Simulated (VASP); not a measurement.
# Cd12I23Br (a cell with a defect) in VASP: single point with PBE

Aim: the single point of Cd12I23Br (a cell with a defect) with PBE.

Everything below comes from runs of VASP 6.6.1. Logs are shortened: lines on timing, memory, paths and dates and some standing lists are left out, and cuts for length are marked.

**1. The cell of the first run**

The cell holds a defect, 36 atoms: a = 8.577 Å, b = 8.577 Å, c = 21.847 Å, α = 90.00°, β = 90.00°, γ = 120.00°.

**2. Single point, PBE**

The input, INCAR:

```
PREC = Accurate
ENCUT = 520
EDIFF = 1E-6
ISMEAR = -1
SIGMA = 0.01
LREAL = Auto
LASPH = T
NELM = 100
ALGO = Normal
ISIF = 2
LWAVE = F
LCHARG = F
GGA = PE
NBANDS = 180
LUSENCCL = F
```

The input, KPOINTS:

```
regular mesh
0
Gamma
  3 3 1
```

The input, POSCAR:

```
Cd12I23Br
1.0
    8.5774063515      0.0000000000      0.0000000000
   -4.2887031757      7.4282517990      0.0000000000
    0.0000000000      0.0000000000     21.8468462900
Cd I Br
12 23 1
Direct
    0.3313076924      0.1656538462      0.3314892535
    0.3333333333      0.6666666667      0.3315963899
    0.8343461538      0.1656538462      0.3314892535
    0.8343461538      0.6686923076      0.3314892535
    0.1666409110      0.3332818221      0.6666981341
    0.1666409110      0.8333590890      0.6666981341
    0.6666666667      0.3333333333      0.6666864146
    0.6667181779      0.8333590890      0.6666981341
    0.0000000000      0.0000000000      0.0008409701
    0.0002234495      0.5001117247      0.0009079296
    0.4998882753     -0.0002234495      0.0009079296
    0.4998882753      0.5001117247      0.0009079296
    0.1665130238      0.3330260476      0.0800608778
    0.1665130238      0.8334869762      0.0800608778
    0.6666666667      0.3333333333      0.0799487890
    0.6669739524      0.8334869762      0.0800608778
    0.1667135627      0.3334271255      0.4106209411
    0.1667135627      0.8332864373      0.4106209411
    0.6666666667      0.3333333333      0.4104682685
    0.6665728745      0.8332864373      0.4106209411
    0.3334182115      0.1667091058      0.9216578828
    0.3333333333      0.6666666667      0.9216399002
    0.8332908942      0.1667091058      0.9216578828
    0.8332908942      0.6665817885      0.9216578828
    0.3333214255      0.1666607127      0.5874664688
    0.3333333333      0.6666666667      0.5874422293
    0.8333392873      0.1666607127      0.5874664688
    0.8333392873      0.6666785745      0.5874664688
   -0.0003975478      0.4998012261      0.2526051445
    0.5001987739      0.0003975478      0.2526051445
    0.5001987739      0.4998012261      0.2526051445
    0.0000000000      0.0000000000      0.7458958622
    0.0000247638      0.5000123819      0.7458411213
    0.4999876181     -0.0000247638      0.7458411213
    0.4999876181      0.5000123819      0.7458411213
    0.0000000000      0.0000000000      0.2634379158
```

Potentials or basis: VASP PAW PBE potentials, release 64 (Cd, I, Br).

Launch:

```
$ cat potpaw_PBE.64/Cd/POTCAR potpaw_PBE.64/I/POTCAR potpaw_PBE.64/Br/POTCAR > POTCAR
$ mpirun -np 1 vasp_std > vasp.out
```

OUTCAR:

```text
PREC = Accurate
   ENCUT = 520
   EDIFF = 1E-6
   ISMEAR = -1
   LREAL = Auto
   LASPH = T
   NELM = 100
   ISIF = 2
   GGA = PE

 ion  position               nearest neighbor table
   1  0.331  0.166  0.331-  36 2.88  18 3.01  17 3.01  30 3.02  31 3.02  19 3.03
   2  0.333  0.667  0.332-  18 3.02  17 3.02  20 3.02  30 3.02  29 3.02  31 3.02
   3  0.834  0.166  0.331-  36 2.88  20 3.01  17 3.01  29 3.02  30 3.02  19 3.03
   4  0.834  0.669  0.331-  36 2.88  18 3.01  20 3.01  29 3.02  31 3.02  19 3.03
   5  0.167  0.333  0.667-  33 3.02  35 3.02  32 3.02  27 3.02  25 3.02  26 3.02
   6  0.167  0.833  0.667-  33 3.02  34 3.02  32 3.02  25 3.02  28 3.02  26 3.02
   7  0.667  0.333  0.667-  34 3.02  33 3.02  35 3.02  27 3.02  28 3.02  25 3.02
   8  0.667  0.833  0.667-  34 3.02  35 3.02  32 3.02  27 3.02  28 3.02  26 3.02
   9  0.000  0.000  0.001-  14 3.02  13 3.02  16 3.02  24 3.02  21 3.02  23 3.02
  10  0.000  0.500  0.001-  15 3.02  22 3.02  13 3.02  14 3.02  23 3.02  24 3.02
  11  0.500  1.000  0.001-  15 3.02  22 3.02  16 3.02  14 3.02  23 3.02  21 3.02
  12  0.500  0.500  0.001-  15 3.02  22 3.02  16 3.02  13 3.02  21 3.02  24 3.02
  13  0.167  0.333  0.080-   9 3.02  10 3.02  12 3.02
  14  0.167  0.833  0.080-   9 3.02  10 3.02  11 3.02
  15  0.667  0.333  0.080-  12 3.02  11 3.02  10 3.02
  16  0.667  0.833  0.080-   9 3.02  11 3.02  12 3.02
  17  0.167  0.333  0.411-   3 3.01   1 3.01   2 3.02
  18  0.167  0.833  0.411-   1 3.01   4 3.01   2 3.02
[... 16 lines left out ...]
  35  0.500  0.500  0.746-   8 3.02   5 3.02   7 3.02
  36  0.000  0.000  0.263-   3 2.88   4 2.88   1 2.88

  LATTYP: Found a hexagonal cell.
 ALAT       =     8.5774063515
 C/A-ratio  =     2.5470224208

  Lattice vectors:

 A1 = (   8.5774063515,   0.0000000000,   0.0000000000)
 A2 = (  -4.2887031757,   7.4282517990,   0.0000000000)
 A3 = (   0.0000000000,   0.0000000000,  21.8468462900)

Analysis of symmetry for initial positions (statically):
=====================================================================
 Subroutine PRICEL returns:
 Original cell was already a primitive cell.

 Routine SETGRP: Setting up the symmetry group for a
 hexagonal supercell.

 Subroutine GETGRP returns: Found  6 space group operations
 (whereof  6 operations were pure point group operations)
 out of a pool of 24 trial point group operations.

The static configuration has the point symmetry C_3v.

Analysis of symmetry for dynamics (positions and initial velocities):
=====================================================================
 Subroutine PRICEL returns:
 Original cell was already a primitive cell.

 Routine SETGRP: Setting up the symmetry group for a
 hexagonal supercell.

 Subroutine GETGRP returns: Found  6 space group operations
 (whereof  6 operations were pure point group operations)
 out of a pool of 24 trial point group operations.

The dynamic configuration has the point symmetry C_3v.

 Subroutine INISYM returns: Found  6 space group operations
 (whereof  6 operations are pure point group operations),
 and found     1 'primitive' translations

----------------------------------------------------------------------------------------

                                     Primitive cell

  volume of cell :    1391.9747

  direct lattice vectors                    reciprocal lattice vectors
     8.577406352  0.000000000  0.000000000     0.116585359  0.067310588 -0.000000000
    -4.288703176  7.428251799  0.000000000     0.000000000  0.134621177  0.000000000
     0.000000000  0.000000000 21.846846290     0.000000000 -0.000000000  0.045773197

  length of vectors
     8.577406352  8.577406351 21.846846290     0.134621177  0.134621177  0.045773197

  position of ions in fractional coordinates (direct lattice)
     0.331307692  0.165653846  0.331489254
     0.333333333  0.666666667  0.331596390
     0.834346154  0.165653846  0.331489254
     0.834346154  0.668692308  0.331489254
     0.166640911  0.333281822  0.666698134
     0.166640911  0.833359089  0.666698134
[... 28 lines left out ...]
     0.499987618  0.500012382  0.745841121
     0.000000000  0.000000000  0.263437916

  ion indices of the primitive-cell ions
   primitive index   ion index
                 1           1
                 2           2
                 3           3
                 4           4
                 5           5
                 6           6
[... 28 lines left out ...]
                35          35
                36          36

----------------------------------------------------------------------------------------

 KPOINTS: regular mesh

Automatic generation of k-mesh.
 Grid dimensions read from file:
 generate k-points for:    3    3    1

 Generating k-lattice:

  Cartesian coordinates                     Fractional coordinates (reciprocal lattice)
     0.038861786  0.022436863 -0.000000000     0.333333333  0.000000000  0.000000000
     0.000000000  0.044873726  0.000000000     0.000000000  0.333333333  0.000000000
     0.000000000 -0.000000000  0.045773197     0.000000000  0.000000000  1.000000000

  Length of vectors
     0.044873726  0.044873726  0.045773197

  Shift w.r.t. Gamma in fractional coordinates (k-lattice)
     0.000000000  0.000000000  0.000000000

 Subroutine IBZKPT returns following result:
 ===========================================

 Found      3 irreducible k-points:

 Following reciprocal coordinates:
            Coordinates               Weight
  0.000000  0.000000  0.000000      1.000000
  0.333333  0.000000  0.000000      6.000000
  0.333333  0.333333  0.000000      2.000000
   k-points           NKPTS =      3   k-points in BZ     NKDIM =      3   number of bands    NBANDS=    180
   number of dos      NEDOS =    301   number of ions     NIONS =     36
   total plane-waves  NPLWV = 663552
   dimension x,y,z NGX =    64 NGY =   64 NGZ =  162
   dimension x,y,z NGXF=   128 NGYF=  128 NGZF=  324
   ions per type =              12  23   1
   NGX,Y,Z   is equivalent  to a cutoff of  12.40, 12.40, 12.33 a.u.
   NGXF,Y,Z  is equivalent  to a cutoff of  24.81, 24.81, 24.66 a.u.
 SYSTEM =  unknown system
   PREC   = accura    normal or accurate (medium, high low for compatibility)
   ISTART =      0    job   : 0-new  1-cont  2-samecut
   ICHARG =      2    charge: 1-file 2-atom 10-const
   ISPIN  =      1    spin polarized calculation?
   LNONCOLLINEAR =      F non collinear calculations
   LSORBIT =      F    spin-orbit coupling
   LASPH  =      T    aspherical Exc in radial PAW
   ENCUT  =  520.0 eV  38.22 Ry    6.18 a.u.  15.95 15.95 40.62*2*pi/ulx,y,z
   NELM   =    100;   NELMIN=  2; NELMDL= -5     # of ELM steps
   EDIFF  = 0.1E-05   stopping-criterion for ELM
   LREAL  =      T    real-space projection
   EDIFFG = 0.1E-04   stopping-criterion for IOM
   NSW    =      0    number of steps for IOM
   IBRION =     -1    ionic relax: 0-MD 1-quasi-New 2-CG
   NFREE  =      0    steps in history (QN), initial steepest desc. (CG)
   ISIF   =      2    stress and relaxation
   ISYM   =      2    0-nonsym 1-usesym 2-fastsym
   POTIM  = 0.5000    time-step for ionic-motion
   TEBEG  =    0.0;   TEEND  =   0.0 temperature during run
   PSTRESS=    0.0 pullay stress
   NELECT =     312.0000    total number of electrons
   NUPDOWN=      -1.0000    fix difference up-down
   EMIN   =  10.00;   EMAX   =-10.00  energy-range for DOS
   EFERMI =   0.00;   METHOD = LEGACY
   ISMEAR =    -1;   SIGMA  =   0.01  broadening in eV -4-tet -1-fermi 0-gaus
   EFERMI_NEDOS =   21; number of points for ismear=-14 and -15
   IALGO  =     38    algorithm
   IMIX   =      4    mixing-type and parameters
     AMIX     =   0.40;   BMIX     =  1.00
     AMIX_MAG =   1.60;   BMIX_MAG =  1.00
  volume/ion in A,a.u.               =      38.67       260.93
  Fermi-wavevector in a.u.,A,eV,Ry     =   0.994449  1.879236 13.455197  0.988929
  Thomas-Fermi vector in A             =   2.126401
   LORBIT       =      0    0 simple, 1 ext, 2 COOP (PROOUT), +10 PAW based schemes
   GGA     = PE    functional components
   LHFCALC =     F    Hartree Fock is set to
   AEXX    =    0.0000 exact exchange contribution
   IVDW    =     0    specifies the selected vdW correction
   LEPSILON=     F    determine dielectric tensor
   LRPA    =     F    only Hartree local field effects (RPA)
 non-spin polarized calculation
  energy-cutoff  :      520.00
  volume of cell :     1391.97
 maximum number of plane-waves:     37557
 NGX is ok and might be reduce to    64
   NGX = 31   NGY = 31   NGZ = 81

 number of electron     311.9999999 magnetization

 Free energy of the ion-electron system (eV)
  ---------------------------------------------------
  ext. energy  EPLUGINS =         0.00000000
  ---------------------------------------------------
  free energy    TOTEN  =       -67.01852563 eV

  energy without entropy =      -67.01852563  energy(sigma->0) =      -67.01852563

 E-fermi :   1.4468     XC(G=0):  -8.1216

 val. band max:        1.1871782053   @ k =   0.3333   0.0000   0.0000
 cond. band min:       3.4370838570   @ k =   0.0000   0.0000   0.0000
 fundamental gap:      2.2499056517
 Fermi energy:         1.4468436103

 k-point     1 :       0.0000    0.0000    0.0000
  band No.  band energies     occupation
      1     -12.4877      2.00000
      2     -10.6821      2.00000
      3     -10.6326      2.00000
      4     -10.5998      2.00000
      5     -10.2187      2.00000
      6     -10.2055      2.00000
[... 160 lines left out ...]
    167       4.2487      0.00000
    168       4.3247      0.00000

 k-point     2 :       0.3333    0.0000    0.0000
  band No.  band energies     occupation
      1     -12.4855      2.00000
      2     -10.5657      2.00000
      3     -10.5177      2.00000
      4     -10.5038      2.00000
      5     -10.3027      2.00000
      6     -10.2719      2.00000
[... 160 lines left out ...]
    167       4.5024      0.00000
    168       4.5643      0.00000

 k-point     3 :       0.3333    0.3333    0.0000
  band No.  band energies     occupation
      1     -12.4844      2.00000
      2     -10.3981      2.00000
      3     -10.3858      2.00000
      4     -10.3645      2.00000
      5     -10.3510      2.00000
      6     -10.3469      2.00000
[... 160 lines left out ...]
    167       4.5424      0.00000
    168       4.5450      0.00000
 [bands above 168 left out]

------------------------ aborting loop because EDIFF is reached ----------------------------------------

  FORCE on cell =-STRESS in cart. coord.  units (eV):
  Direction    XX          YY          ZZ          XY          YZ          ZX
  --------------------------------------------------------------------------------------
  -------------------------------------------------------------------------------------
  Total        4.8813258      4.8813258      3.5881414      0.0000000      0.0000000      0.0000000
  in kB        5.6184565      5.6184565      4.1299879      0.0000000      0.0000000      0.0000000
  external PRESSURE =       5.1223003 kB  Pullay stress =       0.0000000 kB

 VOLUME and BASIS-vectors are now :
 -----------------------------------------------------------------------------
  energy-cutoff  :      520.00
  volume of cell :     1391.97
      direct lattice vectors                 reciprocal lattice vectors
     8.577406352  0.000000000  0.000000000     0.116585359  0.067310588 -0.000000000
    -4.288703176  7.428251799  0.000000000     0.000000000  0.134621177  0.000000000
     0.000000000  0.000000000 21.846846290     0.000000000 -0.000000000  0.045773197

 POSITION                                       TOTAL-FORCE (eV/Angst)
 -----------------------------------------------------------------------------------
      2.13132      1.23052      7.24199         0.003685      0.002128      0.004949
     -0.00000      4.95217      7.24434         0.000000      0.000000      0.003148
      6.44609      1.23052      7.24199        -0.003685      0.002128      0.004949
      4.28870      4.96721      7.24199        -0.000000     -0.004255      0.004949
     -0.00000      2.47570     14.56525        -0.000000     -0.000103     -0.002945
     -2.14468      6.19040     14.56525        -0.000089      0.000051     -0.002945
[... 28 lines left out ...]
      2.14419      3.71422     16.29428         0.000449     -0.000259      0.020244
      0.00000      0.00000      5.75529         0.000000      0.000000     -0.029363
 -----------------------------------------------------------------------------------
    total drift:                                0.000000     -0.000000      0.024102

  FREE ENERGIE OF THE ION-ELECTRON SYSTEM (eV)
  ---------------------------------------------------
  free  energy   TOTEN  =       -67.0185256282 eV

  energy  without entropy=      -67.0185256282  energy(sigma->0) =      -67.01852563
```

It took 2.3 min on 1 × NVIDIA H100 80GB with 1 thread of Intel Xeon Platinum 8481C at 2.70GHz (Sapphire Rapids), shared host; peak memory 2 GiB.

What came out:

```
Free energy            : -67.0185 eV
Pressure               : 0.5 GPa
Largest force          : 0.029 eV/Å
Band gap on the k mesh : 2.25 eV
```

Forces on the atoms (eV/Å):
```
Cd   0.004  0.002  0.005
Cd   0.000  0.000  0.003
Cd  -0.004  0.002  0.005
Cd   0.000 -0.004  0.005
Cd   0.000  0.000 -0.003
Cd   0.000  0.000 -0.003
Cd   0.000  0.000 -0.003
Cd   0.000  0.000 -0.003
Cd   0.000  0.000 -0.004
Cd  -0.001 -0.001 -0.002
Cd   0.000  0.001 -0.002
Cd   0.001 -0.001 -0.002
I    0.000  0.001  0.018
I    0.001 -0.001  0.018
I    0.000  0.000  0.013
I   -0.001 -0.001  0.018
I    0.000  0.000  0.021
I    0.000  0.000  0.021
I    0.000  0.000  0.012
I    0.000  0.000  0.021
I   -0.001 -0.001 -0.015
I    0.000  0.000 -0.014
I    0.001 -0.001 -0.015
I    0.000  0.001 -0.015
I   -0.001  0.000 -0.014
I    0.000  0.000 -0.014
I    0.001  0.000 -0.014
I    0.000  0.001 -0.014
I    0.001  0.000 -0.024
I    0.000 -0.001 -0.024
I   -0.001  0.000 -0.024
I    0.000  0.000  0.018
I    0.000  0.000  0.020
I    0.000  0.001  0.020
I    0.000  0.000  0.020
Br   0.000  0.000 -0.029
```

Levels at points of the mesh, in eV from the valence-band top:
| k point | band 153 | band 154 | band 155 | band 156 | band 157 | band 158 | band 159 | band 160 |
| --- | --- | --- | --- | --- | --- | --- | --- | --- |
| (0.00, 0.00, 0.00) | -0.03 | -0.03 | -0.01 | -0.01 | 2.25 | 2.33 | 2.33 | 2.41 |

Caveat: spin-orbit coupling is left out, which moves the levels of the heavy elements.
